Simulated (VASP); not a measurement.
Set up this calculation in VASP 6.6.1, as the native input.

```yaml
Task: single point
Functional: PBE
Potentials_or_basis: VASP PAW PBE potentials, release 64 (Sc_sv)
Cutoff: 500 eV
k_mesh: 16 × 16 × 9
Occupations: fermi-dirac, width 0.05 eV
Spin: no spin polarisation
Dipole_correction: no
Further_INCAR_settings: ALGO = Normal; EDIFF = 1e-06; NBANDS = 18
```

The structure of Sc lies in POSCAR:

```
Sc
1.0
    2.8392272235      0.0000000000      0.0000000000
   -1.4196136118      2.4588429027      0.0000000000
    0.0000000000      0.0000000000      4.4217978284
Sc
2
Direct
    0.3333333333      0.6666666667      0.2500000000
    0.6666666667      0.3333333333      0.7500000000
```

One way to write it, as run:

INCAR

```
SYSTEM = Sc
PREC = Accurate
ENCUT = 500
EDIFF = 1E-6
ISMEAR = -1
SIGMA = 0.05
LREAL = .FALSE.
LASPH = .TRUE.
NELM = 120
ALGO = Normal
ISIF = 2
LWAVE = .FALSE.
LCHARG = .FALSE.
GGA = PE
NBANDS = 18
GGA_COMPAT = .FALSE.
```

KPOINTS

```
Automatic mesh
0
G
  16 16 9
  0 0 0
```

Potentials or basis: VASP PAW PBE potentials, release 64 (Sc_sv).

Command:

```bash
$ cat potpaw_PBE.64/Sc_sv/POTCAR > POTCAR
$ mpirun -np 1 vasp_std > vasp.out
```

It gave:

- Pressure: 51.4 GPa
- Band gap on the k mesh: zero (bands 11 and 12 overlap by 2.58 eV)

Caveat: the cell stands under pressure.

It took 66 s on 1 thread of Oxide Virtual Turin-like Processor (shared host), peak memory 0.16 GiB.
